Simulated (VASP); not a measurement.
# LiCl (R3m) in VASP: single point with HSE06

Aim: the single point of LiCl with HSE06.

Program: VASP 6.6.1. These are calculated values, not measurements. Logs are shortened: lines on timing, memory, paths and dates and some standing lists are left out, and cuts for length are marked.

### Step 1. The cell of the first run

It takes space group R3m (No. 160, trigonal). The conventional cell has a = 3.790 Å, b = 3.790 Å, c = 9.615 Å, α = 90.00°, β = 90.00°, γ = 120.00°. Li (site symmetry 3m) has 4 Cl at 2.35 to 2.36 Å within 3.1 Å. Within 3.1 Å of Cl (site symmetry 3m) lie 4 Li at 2.35 to 2.36 Å.

### Step 2. Single point, HSE06 (epitaxial 111 strain -1.9%)

Input file POSCAR:

```
LiCl
1.0
    0.0639531955      2.7437014098      2.7437014098
    2.7437014098      0.0639531955      2.7437014098
    2.7437014098      2.7437014098      0.0639531955
Li Cl
1 1
Direct
    0.0023726868      0.0023726868      0.0023726868
    0.2476273132      0.2476273132      0.2476273132
```

Input file INCAR.step1:

```
SYSTEM = LiCl
  ALGO = Normal
  EDIFF = 1E-5
  ENCUT = 520
  GGA = PE
  ISIF = 2
  ISMEAR = 0
  LASPH = .TRUE.
  LCHARG = .FALSE.
  LREAL = .FALSE.
  LWAVE = .TRUE.
  NBANDS = 12
  NELM = 80
  PREC = Accurate
  SIGMA = 0.01
```

Input file INCAR.step2:

```
SYSTEM = LiCl
  ALGO = Normal
  EDIFF = 1E-7
  ENCUT = 520
  GGA = PE
  HFSCREEN = 0.2079
  ISIF = 2
  ISMEAR = 0
  ISTART = 1
  LASPH = .TRUE.
  LCHARG = .FALSE.
  LHFCALC = .TRUE.
  LREAL = .FALSE.
  LWAVE = .FALSE.
  NBANDS = 12
  NELM = 80
  PREC = Accurate
  PRECFOCK = Normal
  SIGMA = 0.01
```

Input file KPOINTS:

```
k-points
0
G
  6 6 6
  0 0 0
```

Potentials or basis: VASP PAW PBE potentials, release 64 (Li_sv, Cl).

Launch:

```sh
> cat potpaw_PBE.64/Li_sv/POTCAR potpaw_PBE.64/Cl/POTCAR > POTCAR
> cp INCAR.step1 INCAR
> mpirun -np 1 vasp_std > vasp.out
> cp INCAR.step2 INCAR
> mpirun -np 1 vasp_std > vasp.out
```

OUTCAR:

```text
SYSTEM = LiCl
   EDIFF = 1E-7
   ENCUT = 520
   GGA = PE
   HFSCREEN = 0.2079
   ISIF = 2
   ISMEAR = 0
   ISTART = 1
   LASPH = .TRUE.
   LHFCALC = .TRUE.
   LREAL = .FALSE.
   NELM = 80
   PREC = Accurate
   PRECFOCK = Normal

 ion  position               nearest neighbor table
   1  0.002  0.002  0.002-   2 2.35   2 2.35   2 2.35   2 2.36
   2  0.248  0.248  0.248-   1 2.35   1 2.35   1 2.35   1 2.36

  LATTYP: Found a trigonal (rhomboedric) cell.
 ALAT       =     3.8807067479
 COS(alpha) =     0.5231669726

  Lattice vectors:

 A1 = (   0.0639531955,   2.7437014098,   2.7437014098)
 A2 = (   2.7437014098,   0.0639531955,   2.7437014098)
 A3 = (   2.7437014098,   2.7437014098,   0.0639531955)

Analysis of symmetry for initial positions (statically):
=====================================================================
 Subroutine PRICEL returns:
 Original cell was already a primitive cell.

 Routine SETGRP: Setting up the symmetry group for a
 trigonal (rhombohedral) supercell.

 Subroutine GETGRP returns: Found  6 space group operations
 (whereof  6 operations were pure point group operations)
 out of a pool of 12 trial point group operations.

The static configuration has the point symmetry C_3v.

Analysis of symmetry for dynamics (positions and initial velocities):
=====================================================================
 Subroutine PRICEL returns:
 Original cell was already a primitive cell.

 Routine SETGRP: Setting up the symmetry group for a
 trigonal (rhombohedral) supercell.

 Subroutine GETGRP returns: Found  6 space group operations
 (whereof  6 operations were pure point group operations)
 out of a pool of 12 trial point group operations.

The dynamic configuration has the point symmetry C_3v.

 Subroutine INISYM returns: Found  6 space group operations
 (whereof  6 operations are pure point group operations),
 and found     1 'primitive' translations

----------------------------------------------------------------------------------------

                                     Primitive cell

  volume of cell :      39.8646

  direct lattice vectors                    reciprocal lattice vectors
     0.063953196  2.743701410  2.743701410    -0.188734202  0.184435185  0.184435185
     2.743701410  0.063953196  2.743701410     0.184435185 -0.188734202  0.184435185
     2.743701410  2.743701410  0.063953196     0.184435185  0.184435185 -0.188734202

  length of vectors
[... 101 lines left out ...]
     AMIX     =   0.40;   BMIX     =  1.00
     AMIX_MAG =   1.60;   BMIX_MAG =  1.00
  volume/ion in A,a.u.               =      19.93       134.51
  Fermi-wavevector in a.u.,A,eV,Ry     =   1.032474  1.951093 14.503847  1.066003
  Thomas-Fermi vector in A             =   2.166673
   LORBIT       =      0    0 simple, 1 ext, 2 COOP (PROOUT), +10 PAW based schemes
   GGA     = PE    functional components
   LHFCALC =     T    Hartree Fock is set to
   PRECFOCK=normal    Normal, Fast or Accurate (Low or Medium for compatibility)
   ENCUT4O =  -1.0   cutoff for four orbital integrals eV
   NKREDX  =     1    reduce k-point grid by
   NKREDY  =     1    reduce k-point grid by
   NKREDZ  =     1    reduce k-point grid by
   AEXX    =    0.2500 exact exchange contribution
   HFSCREEN=    0.2079 screening length (either q_TF or 0.3 A-1)
   HFSCREENC=   0.2079 screening length for correlation (either q_TF or 0.3 A-1)
   ENCUTFOCK=  -1.0 apply spherical cutoff to Coloumb kernel
   IVDW    =     0    specifies the selected vdW correction
   LEPSILON=     F    determine dielectric tensor
   LRPA    =     F    only Hartree local field effects (RPA)
 non-spin polarized calculation
 Gauss-broadening in eV      SIGMA  =   0.01
  energy-cutoff  :      520.00
  volume of cell :       39.86
 maximum number of plane-waves:      1088
 NGX is ok and might be reduce to    30
  NGX = 24; NGY = 24; NGZ = 24

 number of electron       9.9999996 magnetization

 Free energy of the ion-electron system (eV)
  ---------------------------------------------------
  ext. energy  EPLUGINS =         0.00000000
  ---------------------------------------------------
  free energy    TOTEN  =        -8.48732291 eV

  energy without entropy =       -8.48732291  energy(sigma->0) =       -8.48732291

 E-fermi :  -1.8523     XC(G=0):  -6.5417

 val. band max:       -1.9360826363   @ k =   0.0000   0.0000   0.0000
 cond. band min:       5.4707259390   @ k =   0.0000   0.0000   0.0000
 fundamental gap:      7.4068085753
 Fermi energy:        -1.8522759202

 k-point     1 :       0.0000    0.0000    0.0000
  band No.  band energies     occupation
      1     -47.4915      2.00000
      2     -15.9905      2.00000
      3      -2.1028      2.00000
      4      -1.9361      2.00000
      5      -1.9361      2.00000
      6       5.4707      0.00000
      7       9.4905      0.00000
      8       9.9186      0.00000
      9       9.9186      0.00000
     10      14.3228      0.00000
     11      14.3228      0.00000
     12      17.3716      0.00000
[... 331 lines left out ...]
 k-point    24 :      -0.3333    0.5000    0.1667
  band No.  band energies     occupation
      1     -47.4887      2.00000
      2     -15.5290      2.00000
      3      -3.6723      2.00000
      4      -3.1604      2.00000
      5      -3.0224      2.00000
      6       6.9679      0.00000
      7       9.8564      0.00000
      8      11.3648      0.00000
      9      12.3019      0.00000
     10      14.0344      0.00000
     11      16.2919      0.00000
     12      17.0648      0.00000

 [... further k-points ...]

------------------------ aborting loop because EDIFF is reached ----------------------------------------

  FORCE on cell =-STRESS in cart. coord.  units (eV):
  Direction    XX          YY          ZZ          XY          YZ          ZX
  --------------------------------------------------------------------------------------
  -------------------------------------------------------------------------------------
  Total        0.1996472      0.1996472      0.1996472     -0.0831956     -0.0831956     -0.0831956
  in kB        8.0239224      8.0239224      8.0239224     -3.3436756     -3.3436756     -3.3436756
  external PRESSURE =       8.0239224 kB  Pullay stress =       0.0000000 kB

 VOLUME and BASIS-vectors are now :
 -----------------------------------------------------------------------------
  energy-cutoff  :      520.00
  volume of cell :       39.86
      direct lattice vectors                 reciprocal lattice vectors
     0.063953196  2.743701410  2.743701410    -0.188734202  0.184435185  0.184435185
     2.743701410  0.063953196  2.743701410     0.184435185 -0.188734202  0.184435185
     2.743701410  2.743701410  0.063953196     0.184435185  0.184435185 -0.188734202

 POSITION                                       TOTAL-FORCE (eV/Angst)
 -----------------------------------------------------------------------------------
      0.01317      0.01317      0.01317        -0.004646     -0.004646     -0.004646
      1.37467      1.37467      1.37467         0.004646      0.004646      0.004646
 -----------------------------------------------------------------------------------
    total drift:                                0.000062      0.000062      0.000062

  FREE ENERGIE OF THE ION-ELECTRON SYSTEM (eV)
  ---------------------------------------------------
  free  energy   TOTEN  =        -8.4873229085 eV

  energy  without entropy=       -8.4873229085  energy(sigma->0) =       -8.48732291
```

OSZICAR.step1:

```text
N       E                     dE             d eps       ncg     rms          rms(c)
DAV:   1     0.435696879884E+02    0.43570E+02   -0.40336E+03   768   0.761E+02
DAV:   2    -0.451319251851E+01   -0.48083E+02   -0.45646E+02   944   0.140E+02
DAV:   3    -0.743075244804E+01   -0.29176E+01   -0.29085E+01  1032   0.374E+01
DAV:   4    -0.752737273336E+01   -0.96620E-01   -0.96572E-01  1168   0.670E+00
DAV:   5    -0.752820166602E+01   -0.82893E-03   -0.82891E-03  1044   0.645E-01    0.232E+00
DAV:   6    -0.740224357339E+01    0.12596E+00   -0.27458E-01   884   0.225E+00    0.173E+00
DAV:   7    -0.740455960739E+01   -0.23160E-02   -0.78250E-02   964   0.134E+00    0.102E+00
DAV:   8    -0.741553103790E+01   -0.10971E-01   -0.14038E-02   892   0.724E-01    0.197E-01
DAV:   9    -0.741557422478E+01   -0.43187E-04   -0.23498E-04  1080   0.106E-01    0.102E-01
DAV:  10    -0.741596445899E+01   -0.39023E-03   -0.60671E-04   912   0.135E-01    0.453E-02
DAV:  11    -0.741596218021E+01    0.22788E-05   -0.14826E-05  1108   0.239E-02
   1 F= -.74159622E+01 E0= -.74159622E+01  d E =-.844417E-66
```

It took 58 min on 1 thread of AMD EPYC 7R43 (Zen 3), shared host; peak memory 0.25 GiB.

Results:

```yaml
Free_energy: -8.4873 eV
Largest_force: 0.008 eV/Å
Band_gap_on_the_k_mesh: 7.41 eV
```

Forces on the atoms (eV/Å):
```
Li  -0.005 -0.005 -0.005
Cl   0.005  0.005  0.005
```

Caveat: the cell differs from its parent crystal (epitaxial 111 strain -1.9%); the cutoff is under 1.25 times the usual one of these potentials, so pressure, stress and relaxed cells hold a basis-set (Pulay) error; the PAW data sets were made with another functional, which shifts forces and pressure a little.
